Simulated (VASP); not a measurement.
Write the native input for VASP 6.6.1 that does the following.

```
Task                               : relaxation of cell and atoms
Functional                         : B3LYP
Potentials or basis                : VASP PAW PBE potentials, release 64 (Nb_sv)
Cutoff                             : 600 eV
k mesh                             : 5 × 5 × 5
Occupations                        : fermi-dirac, width 0.05 eV
Spin                               : no spin polarisation
Dipole correction                  : no
Grid for exact exchange (PRECFOCK) : Normal
Further INCAR settings             : ALGO = Normal; EDIFF = 1e-06; IBRION = 2; EDIFFG = -0.01; NSW = 60; ISIF = 3
Share of exact exchange            : 0.2
```

Nb:

```
Nb
1.0
     2.71964    0.00000    0.00000
     0.00000    2.71964    0.00000
     0.00000    0.00000    2.71964
Nb
1
Direct
  0.50000 0.50000 0.50000
```

This isn't the form of Nb at room conditions, which is bcc.

The input as run:

POSCAR

```
Nb
1.0
    2.7196400000      0.0000000000      0.0000000000
    0.0000000000      2.7196400000      0.0000000000
    0.0000000000      0.0000000000      2.7196400000
Nb
1
Direct
    0.5000000000      0.5000000000      0.5000000000
```

INCAR.step1

```
SYSTEM = Nb
ALGO = Normal ; EDIFF = 1E-5
ENCUT = 600 ; GGA = PE
ISMEAR = -1 ; LASPH = .TRUE.
LCHARG = .FALSE. ; LREAL = .FALSE.
LWAVE = .TRUE. ; NBANDS = 12
NELM = 100 ; PREC = Accurate
SIGMA = 0.05
```

INCAR.step2

```
SYSTEM = Nb
AEXX = 0.2 ; AGGAC = 0.81
AGGAX = 0.72 ; ALDAC = 0.19
ALGO = Normal ; EDIFF = 1E-6
EDIFFG = -0.01 ; ENCUT = 600
GGA = B3 ; IBRION = 2
ISIF = 3 ; ISMEAR = -1
ISTART = 1 ; LASPH = .TRUE.
LCHARG = .FALSE. ; LHFCALC = .TRUE.
LREAL = .FALSE. ; LWAVE = .FALSE.
NELM = 100 ; NSW = 60
PREC = Accurate ; PRECFOCK = Normal
SIGMA = 0.05
```

KPOINTS

```
k-points
0
G
  5 5 5
  0 0 0
```

Potentials or basis: VASP PAW PBE potentials, release 64 (Nb_sv).

The run is started by

```console
$ cat potpaw_PBE.64/Nb_sv/POTCAR > POTCAR
$ cp INCAR.step1 INCAR
$ mpirun -np 1 vasp_std > vasp.out
$ cp INCAR.step2 INCAR
$ mpirun -np 1 vasp_std > vasp.out
```

It gave:

| Quantity | Value |
| --- | --- |
| Relaxed volume | 21.21 Å³/atom |
| Relaxed cell | a = 2.768 Å, b = 2.768 Å, c = 2.768 Å, α = 90.00°, β = 90.00°, γ = 90.00° |
| Space group after relaxing (to 0.1 Å) | Pm-3m (No. 221) |
| Energy gained by relaxing | 22.7 meV/atom |
| Ionic steps | 4 |
| Pressure after relaxing | 0.0 GPa |
| Band gap on the k mesh | zero (an odd number of electrons rules out a gap without spin polarisation) |

Caveat: the k points lie up to 0.45 Å⁻¹ apart in the final cell, too coarse for converged energies and pressures of a metal; the PAW data sets were made with another functional, which shifts forces and pressure a little.

Run time: 13 min on 1 thread of Intel(R) Xeon(R) Platinum 8488C (Sapphire Rapids), with other jobs on the host, peak memory 0.15 GiB.
